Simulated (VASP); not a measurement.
# Be (P6/mmm) in VASP: notebook

Be is run at these levels: RPBE; tasks: single point.

Everything below comes from runs of VASP 6.6.1. Logs are shortened: lines on timing, memory, paths and dates and some standing lists are left out, and cuts for length are marked.

## 1. The cell of the first run

It takes space group P6/mmm (No. 191, hexagonal). Conventional cell: a = 3.599 Å, b = 3.599 Å, c = 2.216 Å, α = 90.00°, β = 90.00°, γ = 120.00°. Be (site symmetry 6/mmm) has 14 Be at 2.22 to 2.36 Å within 2.9 Å. Be (site symmetry -6m2) has 11 Be at 2.08 to 2.36 Å within 2.8 Å.

## 2. Single point, RPBE

INCAR

```
PREC     = Accurate       # precision mode
ENCUT    = 520            # plane-wave cutoff, eV
EDIFF    = 1E-6           # SCF threshold, eV
ISMEAR   = -1             # smearing method
SIGMA    = 0.1            # smearing width, eV
LREAL    = False          # projectors in reciprocal space
LASPH    = True           # aspherical terms in the spheres
NELM     = 100            # most SCF steps
ALGO     = Normal         # electronic algorithm
ISIF     = 2              # what is computed and relaxed
LWAVE    = False          # write WAVECAR
LCHARG   = False          # write CHGCAR
GGA      = RP             # functional
NBANDS   = 10             # bands
```

KPOINTS

```
Automatic mesh
0
Gamma
  10 10 14
```

POSCAR

```
Be
1.0
    3.5992973692      0.0000000000      0.0000000000
   -1.7996486846      3.1170829576      0.0000000000
    0.0000000000      0.0000000000      2.2164995595
Be
3
Direct
    0.0000000000      0.0000000000      0.0000000000
    0.3333333333      0.6666666667      0.5000000000
    0.6666666667      0.3333333333      0.5000000000
```

Potentials or basis: VASP PAW PBE potentials, release 64 (Be).

Command:

```sh
$ cat potpaw_PBE.64/Be/POTCAR > POTCAR
$ mpirun -np 1 vasp_std > vasp.out
```

OUTCAR:

```text
PREC = Accurate
   ENCUT = 520
   EDIFF = 1E-6
   ISMEAR = -1
   LREAL = False
   LASPH = True
   NELM = 100
   ISIF = 2
   GGA = RP

 ion  position               nearest neighbor table
   1  0.000  0.000  0.000-   2 2.36   3 2.36   2 2.36   3 2.36   3 2.36   3 2.36   2 2.36   2 2.36
                             3 2.36   3 2.36   2 2.36   2 2.36
   2  0.333  0.667  0.500-   3 2.08   3 2.08   3 2.08   1 2.36   1 2.36   1 2.36   1 2.36   1 2.36
                             1 2.36
   3  0.667  0.333  0.500-   2 2.08   2 2.08   2 2.08   1 2.36   1 2.36   1 2.36   1 2.36   1 2.36
                             1 2.36

  LATTYP: Found a hexagonal cell.
 ALAT       =     3.5992973692
 C/A-ratio  =     0.6158145138

  Lattice vectors:

 A1 = (   3.5992973692,   0.0000000000,   0.0000000000)
 A2 = (  -1.7996486846,   3.1170829576,   0.0000000000)
 A3 = (   0.0000000000,   0.0000000000,   2.2164995595)

Analysis of symmetry for initial positions (statically):
=====================================================================
 Subroutine PRICEL returns:
 Original cell was already a primitive cell.

 Routine SETGRP: Setting up the symmetry group for a
 hexagonal supercell.

 Subroutine GETGRP returns: Found 24 space group operations
 (whereof 24 operations were pure point group operations)
 out of a pool of 24 trial point group operations.

The static configuration has the point symmetry D_6h.

Analysis of symmetry for dynamics (positions and initial velocities):
=====================================================================
 Subroutine PRICEL returns:
 Original cell was already a primitive cell.

 Routine SETGRP: Setting up the symmetry group for a
 hexagonal supercell.

 Subroutine GETGRP returns: Found 24 space group operations
 (whereof 24 operations were pure point group operations)
 out of a pool of 24 trial point group operations.

The dynamic configuration has the point symmetry D_6h.

 Subroutine INISYM returns: Found 24 space group operations
 (whereof 24 operations are pure point group operations),
 and found     1 'primitive' translations

----------------------------------------------------------------------------------------

                                     Primitive cell

  volume of cell :      24.8676

  direct lattice vectors                    reciprocal lattice vectors
     3.599297369  0.000000000  0.000000000     0.277832004  0.160406382  0.000000000
    -1.799648685  3.117082958  0.000000000     0.000000000  0.320812764  0.000000000
     0.000000000  0.000000000  2.216499559     0.000000000  0.000000000  0.451161831

  length of vectors
     3.599297369  3.599297369  2.216499559     0.320812764  0.320812764  0.451161831

  position of ions in fractional coordinates (direct lattice)
     0.000000000  0.000000000  0.000000000
     0.333333333  0.666666667  0.500000000
     0.666666667  0.333333333  0.500000000

  ion indices of the primitive-cell ions
   primitive index   ion index
                 1           1
                 2           2
                 3           3

----------------------------------------------------------------------------------------

 KPOINTS: Automatic mesh

Automatic generation of k-mesh.
 Grid dimensions read from file:
 generate k-points for:   10   10   14

 Generating k-lattice:

  Cartesian coordinates                     Fractional coordinates (reciprocal lattice)
     0.027783200  0.016040638  0.000000000     0.100000000  0.000000000  0.000000000
     0.000000000  0.032081276  0.000000000     0.000000000  0.100000000  0.000000000
     0.000000000  0.000000000  0.032225845     0.000000000  0.000000000  0.071428571

  Length of vectors
     0.032081276  0.032081276  0.032225845

  Shift w.r.t. Gamma in fractional coordinates (k-lattice)
     0.000000000  0.000000000  0.000000000

 Subroutine IBZKPT returns following result:
 ===========================================

 Found    112 irreducible k-points:

 Following reciprocal coordinates:
            Coordinates               Weight
  0.000000  0.000000  0.000000      1.000000
  0.100000  0.000000  0.000000      6.000000
  0.200000  0.000000  0.000000      6.000000
  0.300000  0.000000  0.000000      6.000000
  0.400000 -0.000000  0.000000      6.000000
  0.500000  0.000000  0.000000      3.000000
[... 16 lines left out ...]
  0.300000  0.100000  0.071429     24.000000
  0.400000  0.100000  0.071429     24.000000
 [... further k-points ...]
   k-points           NKPTS =    112   k-points in BZ     NKDIM =    112   number of bands    NBANDS=     10
   number of dos      NEDOS =    301   number of ions     NIONS =      3
   total plane-waves  NPLWV =  12544
   dimension x,y,z NGX =    28 NGY =   28 NGZ =   16
   dimension x,y,z NGXF=    56 NGYF=   56 NGZF=   32
   ions per type =               3
   NGX,Y,Z   is equivalent  to a cutoff of  12.93, 12.93, 12.00 a.u.
   NGXF,Y,Z  is equivalent  to a cutoff of  25.87, 25.87, 24.00 a.u.
 SYSTEM =  unknown system
   PREC   = accura    normal or accurate (medium, high low for compatibility)
   ISTART =      0    job   : 0-new  1-cont  2-samecut
   ICHARG =      2    charge: 1-file 2-atom 10-const
   ISPIN  =      1    spin polarized calculation?
   LNONCOLLINEAR =      F non collinear calculations
   LSORBIT =      F    spin-orbit coupling
   LASPH  =      T    aspherical Exc in radial PAW
   ENCUT  =  520.0 eV  38.22 Ry    6.18 a.u.   6.69  6.69  4.12*2*pi/ulx,y,z
   NELM   =    100;   NELMIN=  2; NELMDL= -5     # of ELM steps
   EDIFF  = 0.1E-05   stopping-criterion for ELM
   LREAL  =      F    real-space projection
   EDIFFG = 0.1E-04   stopping-criterion for IOM
   NSW    =      0    number of steps for IOM
   IBRION =     -1    ionic relax: 0-MD 1-quasi-New 2-CG
   NFREE  =      0    steps in history (QN), initial steepest desc. (CG)
   ISIF   =      2    stress and relaxation
   ISYM   =      2    0-nonsym 1-usesym 2-fastsym
   POTIM  = 0.5000    time-step for ionic-motion
   TEBEG  =    0.0;   TEEND  =   0.0 temperature during run
   PSTRESS=    0.0 pullay stress
   NELECT =       6.0000    total number of electrons
   NUPDOWN=      -1.0000    fix difference up-down
   EMIN   =  10.00;   EMAX   =-10.00  energy-range for DOS
   EFERMI =   0.00;   METHOD = LEGACY
   ISMEAR =    -1;   SIGMA  =   0.10  broadening in eV -4-tet -1-fermi 0-gaus
   EFERMI_NEDOS =   21; number of points for ismear=-14 and -15
   IALGO  =     38    algorithm
   IMIX   =      4    mixing-type and parameters
     AMIX     =   0.40;   BMIX     =  1.00
     AMIX_MAG =   1.60;   BMIX_MAG =  1.00
  volume/ion in A,a.u.               =       8.29        55.94
  Fermi-wavevector in a.u.,A,eV,Ry     =   1.019172  1.925955 14.132519  1.038711
  Thomas-Fermi vector in A             =   2.152671
   LORBIT       =      0    0 simple, 1 ext, 2 COOP (PROOUT), +10 PAW based schemes
   GGA     = RP    functional components
   LHFCALC =     F    Hartree Fock is set to
   AEXX    =    0.0000 exact exchange contribution
   IVDW    =     0    specifies the selected vdW correction
   LEPSILON=     F    determine dielectric tensor
   LRPA    =     F    only Hartree local field effects (RPA)
 non-spin polarized calculation
  energy-cutoff  :      520.00
  volume of cell :       24.87
 maximum number of plane-waves:       704
 NGX is ok and might be reduce to    28
   NGX = 13   NGY = 13   NGZ =  9

 number of electron       6.0000000 magnetization

 Free energy of the ion-electron system (eV)
  ---------------------------------------------------
  ext. energy  EPLUGINS =         0.00000000
  ---------------------------------------------------
  free energy    TOTEN  =        -9.99886120 eV

  energy without entropy =       -9.98083297  energy(sigma->0) =       -9.98984709

 E-fermi :   7.3094     XC(G=0): -10.4554

 val. band max:        7.2956460090   @ k =   0.5000   0.0000   0.3571
 cond. band min:       7.3918604621   @ k =   0.3000   0.3000   0.5000
 fundamental gap:      0.0962144531
 Fermi energy:         7.3093608540

 k-point     1 :       0.0000    0.0000    0.0000
  band No.  band energies     occupation
      1      -4.4033      2.00000
      2       6.1846      1.99997
      3       6.1846      1.99997
      4       6.4008      1.99977
      5       6.4008      1.99977
      6      12.5892      0.00000
      7      12.8110      0.00000
      8      17.7339      0.00000
      9      26.1898      0.00000
     10      26.2539      0.00000

 k-point     2 :       0.1000    0.0000    0.0000
  band No.  band energies     occupation
      1      -4.2876      2.00000
      2       4.6297      2.00000
      3       4.9457      2.00000
      4       7.4521      0.38686
      5       7.9307      0.00400
      6      13.0615      0.00000
      7      13.2623      0.00000
      8      17.8710      0.00000
      9      25.6787      0.00000
     10      25.9328      0.00000

 k-point     3 :       0.2000    0.0000    0.0000
  band No.  band energies     occupation
      1      -3.9405      2.00000
      2       2.8753      2.00000
      3       3.8997      2.00000
      4       7.8784      0.00673
      5       9.8466      0.00000
      6      14.0174      0.00000
      7      14.8653      0.00000
      8      18.2802      0.00000
      9      24.2678      0.00000
     10      24.7834      0.00000

 k-point     4 :       0.3000    0.0000    0.0000
  band No.  band energies     occupation
      1      -3.3620      2.00000
      2       1.2225      2.00000
      3       3.1503      2.00000
      4       7.9070      0.00506
      5      12.0352      0.00000
      6      15.2905      0.00000
      7      17.1383      0.00000
      8      18.9544      0.00000
      9      22.4573      0.00000
     10      22.5815      0.00000

 k-point     5 :       0.4000   -0.0000    0.0000
  band No.  band energies     occupation
      1      -2.5527      2.00000
      2      -0.2506      2.00000
      3       2.6999      2.00000
      4       7.8458      0.00932
      5      14.4718      0.00000
      6      16.8315      0.00000
      7      19.3770      0.00000
      8      19.8793      0.00000
      9      19.9035      0.00000
     10      20.5138      0.00000

 k-point     6 :       0.5000    0.0000    0.0000
  band No.  band energies     occupation
      1      -1.5470      2.00000
      2      -1.4800      2.00000
      3       2.5497      2.00000
      4       7.8157      0.01256
      5      16.9167      0.00000
      6      17.3411      0.00000
      7      18.4371      0.00000
      8      18.7596      0.00000
      9      20.4564      0.00000
     10      21.0142      0.00000
[... 183 lines left out ...]
 k-point    21 :       0.1000    0.1000    0.0714
  band No.  band energies     occupation
      1      -3.9387      2.00000
      2       3.8289      2.00000
      3       3.8415      2.00000
      4       8.6221      0.00000
      5       8.7747      0.00000
      6      13.7616      0.00000
      7      13.9996      0.00000
      8      17.4253      0.00000
      9      24.4903      0.00000
     10      24.7931      0.00000

 k-point    22 :       0.2000    0.1000    0.0714
  band No.  band energies     occupation
      1      -3.4755      2.00000
      2       2.2016      2.00000
      3       3.0375      2.00000
      4       8.7698      0.00000
      5      10.5195      0.00000
      6      15.1095      0.00000
      7      15.8531      0.00000
      8      17.8842      0.00000
      9      22.5390      0.00000
     10      23.7807      0.00000

 k-point    23 :       0.3000    0.1000    0.0714
  band No.  band energies     occupation
      1      -2.7812      2.00000
      2       0.6557      2.00000
      3       2.4863      2.00000
      4       8.6718      0.00000
      5      12.6425      0.00000
      6      16.6164      0.00000
      7      18.0081      0.00000
      8      18.5640      0.00000
      9      20.2120      0.00000
     10      22.4354      0.00000

 k-point    24 :       0.4000    0.1000    0.0714
  band No.  band energies     occupation
      1      -1.8578      2.00000
      2      -0.7064      2.00000
      3       2.2071      2.00000
      4       8.5928      0.00001
      5      14.9762      0.00000
      6      17.3861      0.00000
      7      18.3392      0.00000
      8      19.2362      0.00000
      9      19.8107      0.00000
     10      20.6963      0.00000

 [... further k-points ...]

------------------------ aborting loop because EDIFF is reached ----------------------------------------

  FORCE on cell =-STRESS in cart. coord.  units (eV):
  Direction    XX          YY          ZZ          XY          YZ          ZX
  --------------------------------------------------------------------------------------
  -------------------------------------------------------------------------------------
  Total        0.0046813      0.0046813     -0.0036663      0.0000000      0.0000000      0.0000000
  in kB        0.3016103      0.3016103     -0.2362137      0.0000000      0.0000000      0.0000000
  external PRESSURE =       0.1223356 kB  Pullay stress =       0.0000000 kB

 VOLUME and BASIS-vectors are now :
 -----------------------------------------------------------------------------
  energy-cutoff  :      520.00
  volume of cell :       24.87
      direct lattice vectors                 reciprocal lattice vectors
     3.599297369  0.000000000  0.000000000     0.277832004  0.160406382  0.000000000
    -1.799648685  3.117082958  0.000000000     0.000000000  0.320812764  0.000000000
     0.000000000  0.000000000  2.216499559     0.000000000  0.000000000  0.451161831

 POSITION                                       TOTAL-FORCE (eV/Angst)
 -----------------------------------------------------------------------------------
      0.00000      0.00000      0.00000         0.000000      0.000000     -0.000000
     -0.00000      2.07806      1.10825        -0.000000     -0.000000     -0.000000
      1.79965      1.03903      1.10825         0.000000      0.000000      0.000000
 -----------------------------------------------------------------------------------
    total drift:                                0.000000     -0.000000     -0.000000

  FREE ENERGIE OF THE ION-ELECTRON SYSTEM (eV)
  ---------------------------------------------------
  free  energy   TOTEN  =        -9.9988612040 eV

  energy  without entropy=       -9.9808329712  energy(sigma->0) =       -9.98984709
```

It took 10 s on 1 thread of Intel Xeon 6975P-C (Granite Rapids), shared host; peak memory 0.14 GiB.

Results:

```
Free energy            : -9.9989 eV
Pressure               : 0.0 GPa
Band gap on the k mesh : zero (band 3 reaches 11.05 eV, above the bottom of band 4 at 6.40 eV)
```

Caveat: the PAW data sets were made with another functional, which shifts forces and pressure a little.

## 3. Single point, RPBE (volume scaled by 0.88)

INCAR

```
SYSTEM = Be
  PREC = Accurate
  ENCUT = 520
  EDIFF = 1E-7
  ISMEAR = -1
  SIGMA = 0.1
  LREAL = .FALSE.
  LASPH = .TRUE.
  NELM = 60
  ALGO = Normal
  ISIF = 2
  LWAVE = .FALSE.
  LCHARG = .FALSE.
  GGA = RP
  NBANDS = 10
```

KPOINTS

```
regular mesh
0
G
  11 11 16
  0 0 0
```

POSCAR

```
Be
1.0
    3.4491489773      0.0000000000      0.0000000000
   -1.7245744886      2.9870506358      0.0000000000
    0.0000000000      0.0000000000      2.1240360006
Be
3
Direct
    0.0000000000      0.0000000000      0.0000000000
    0.3333333333      0.6666666667      0.5000000000
    0.6666666667      0.3333333333      0.5000000000
```

Potentials or basis: VASP PAW PBE potentials, release 64 (Be).

Command:

```sh
$ cat potpaw_PBE.64/Be/POTCAR > POTCAR
$ mpirun -np 1 vasp_std > vasp.out
```

It took 13 s on 1 thread of Intel Xeon 6975P-C (Granite Rapids), shared host; peak memory 0.14 GiB.

The run converged. Its results:

| Item | Value |
| --- | --- |
| Free energy | -9.8495 eV |
| Pressure | 17.5 GPa |
| Band gap on the k mesh | zero (band 3 reaches 12.54 eV, above the bottom of band 4 at 7.37 eV) |

Stress tensor (GPa, compression positive):
```
18.96  0.00  0.00
 0.00 18.96  0.00
 0.00  0.00 14.67
```

Levels at points of the mesh, in eV from the Fermi level:
| k point | band 1 | band 2 | band 3 | band 4 | band 5 | band 6 | band 7 |
| --- | --- | --- | --- | --- | --- | --- | --- |
| (0.00, 0.00, 0.00) | -12.59 | -1.41 | -1.41 | -1.17 | -1.17 | 6.12 | 6.44 |
| (0.00, 0.00, 0.50) | -7.03 | -6.01 | 4.00 | 4.00 | 4.67 | 6.31 | 6.31 |

Caveat: the PAW data sets were made with another functional, which shifts forces and pressure a little.

(Continued in part 2 of 2.)
